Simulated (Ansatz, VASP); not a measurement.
**One calculation of C, two programs**

```xyz
1
Lattice="0.0000 1.5633 1.5633 1.5633 0.0000 1.5633 1.5633 1.5633 0.0000" Properties=species:S:1:pos:R:3 pbc="T T T"
C     0.0000    0.0000    0.0000
```

Change from the starting cell: functional r2scan, volume scaled by 1.04, PAW files.

Alike in both runs: task electric field gradients; functional r2SCAN; k mesh 16 × 16 × 16; occupations fermi-dirac, width 0.03 eV; no spin polarisation.

|  | VASP | Ansatz |
| --- | --- | --- |
| version | VASP 6.6.1 | Ansatz 0.2.0 |
| potentials or method | VASP PAW PBE potentials, release 64 (C) | PAW with Ansatz's default frozen-core files, scalar-relativistic |
| plane-wave cutoff (eV) | 580 | 500 |
| valence electrons in the cell | 4 | 4 |

|  | VASP | Ansatz | Ansatz less VASP |
| --- | --- | --- | --- |
| pressure (GPa) | -4.0 | -3.9 | +0.05 |

VASP's potentials were made for PBE, not for r2SCAN. With one functional, cell and mesh, what is left measures potentials, basis and numerics.
